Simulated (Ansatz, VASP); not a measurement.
**MoSe in VASP and in Ansatz**

File INCAR:

```
ALGO = Normal
EDIFF = 1E-6
ENCUT = 520
GGA = PE
ISIF = 2
ISMEAR = 0
ISPIN = 2
LASPH = T
LCHARG = F
LMAXMIX = 4
LORBIT = 11
LREAL = F
LWAVE = F
MAGMOM = 0.88 0
NBANDS = 21
NELM = 150
PREC = Accurate
SIGMA = 0.05
```

KPOINTS

```
k-points
0
Gamma
  10 10 10
```

Contents of POSCAR:

```
MoSe
1.0
    0.0000000000      2.8021290461      2.8021290461
    2.8021290461      0.0000000000      2.8021290461
    2.8021290461      2.8021290461      0.0000000000
Mo Se
1 1
Direct
    0.0000000000      0.0000000000      0.0000000000
    0.2500000000      0.2500000000      0.2500000000
```

Input for Ansatz:

```yaml
crystal:
  lattice:
    - [0.0, 2.8021290461, 2.8021290461]
    - [2.8021290461, 0.0, 2.8021290461]
    - [2.8021290461, 2.8021290461, 0.0]
  atoms:
    - { symbol: Mo, position: [0.0, 0.0, 0.0], spin: 0.88 }
    - { symbol: Se, position: [0.25, 0.25, 0.25] }
basis:
  ecutwfc: 420
  ecutrho_ratio: 4
kpoints:
  mp_grid: { grid: [10, 10, 10] }
hamiltonian:
  xc: pbe
scf:
  occupations: { method: gaussian, width: 0.05 }
output:
  forces: true
  stress: true
  eigenvalues: true
  populations: true
magnetization:
  spin_polarized: true
```

Alike in both runs: task single point; functional PBE; k mesh 10 × 10 × 10; occupations gaussian, width 0.05 eV; collinear spin.

|  | VASP | Ansatz |
| --- | --- | --- |
| version | VASP 6.6.1 | Ansatz 0.2.0 |
| potentials or method | VASP PAW PBE potentials, release 64 (Mo_sv, Se), cutoff 520 eV | scalar-relativistic, plane waves, PAW |
| valence electrons in the cell | 20 | 30 |

Ansatz gave:

- gap on the k mesh at the Fermi level (eV): none
- pressure (GPa): 4.5
- net moment per atom (μB): 0.57
- size of the moment on the site where the two differ most (μB): 0.78

Question: Estimate VASP's values.

Answer: gap on the k mesh at the Fermi level (eV): none; pressure (GPa): 4.7; net moment per atom (μB): 0.57; size of the moment on the site where the two differ most (μB): 1.00.

Site moments also hang on the region over which each program counts them. A gap of «none» marks a metal or a gap that the smearing closes. VASP's potentials hold 20 valence electrons a cell and Ansatz's 30, so a difference there can come from the potentials and not from the codes.
